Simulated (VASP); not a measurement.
Set up this calculation in VASP 6.6.1, as the native input.

```
Task                   : single point
Functional             : PBEsol
Potentials or basis    : VASP PAW PBE potentials, release 64 (In_d, Sb)
Cutoff                 : 500 eV
k mesh                 : 10 × 10 × 10
Occupations            : gaussian, width 0.1 eV
Spin                   : no spin polarisation
Dipole correction      : no
Further INCAR settings : ALGO = Normal; EDIFF = 1e-06; NBANDS = 30
```

The structure of In3Sb lies in POSCAR:

```
In3Sb
1.0
    4.6272349652      0.0000000000      0.0000000000
    0.0000000000      4.6272349652      0.0000000000
    0.0000000000      0.0000000000      4.6272349652
In Sb
3 1
Direct
    0.5000000000      0.5000000000      0.0000000000
    0.5000000000      0.0000000000      0.5000000000
    0.0000000000      0.5000000000      0.5000000000
    0.0000000000      0.0000000000      0.0000000000
```

This cell differs from its parent crystal: volume scaled by 0.94.

One way to write it, as run:

INCAR

```
  PREC = Accurate
  ENCUT = 500
  EDIFF = 1E-6
  ISMEAR = 0
  SIGMA = 0.1
  LREAL = F
  LASPH = T
  NELM = 120
  ALGO = Normal
  ISIF = 2
  LWAVE = F
  LCHARG = F
  GGA = PS
  NBANDS = 30
  GGA_COMPAT = F
```

KPOINTS

```
regular mesh
0
Gamma
  10 10 10
```

Potentials or basis: VASP PAW PBE potentials, release 64 (In_d, Sb).

The run is started by

```bash
$ cat potpaw_PBE.64/In_d/POTCAR potpaw_PBE.64/Sb/POTCAR > POTCAR
$ mpirun -np 1 vasp_std > vasp.out
```

It gave:

The pressure is 3.3 GPa and the band gap on the k mesh is zero (band 22 reaches 8.93 eV, above the bottom of band 23 at 4.64 eV).

Caveat: the PAW data sets were made with another functional, which shifts forces and pressure a little; spin-orbit coupling is left out, which moves the levels of the heavy elements.

Run time: 3.1 min on 1 thread of Intel Xeon 8259CL, on a shared host, peak memory 0.29 GiB.
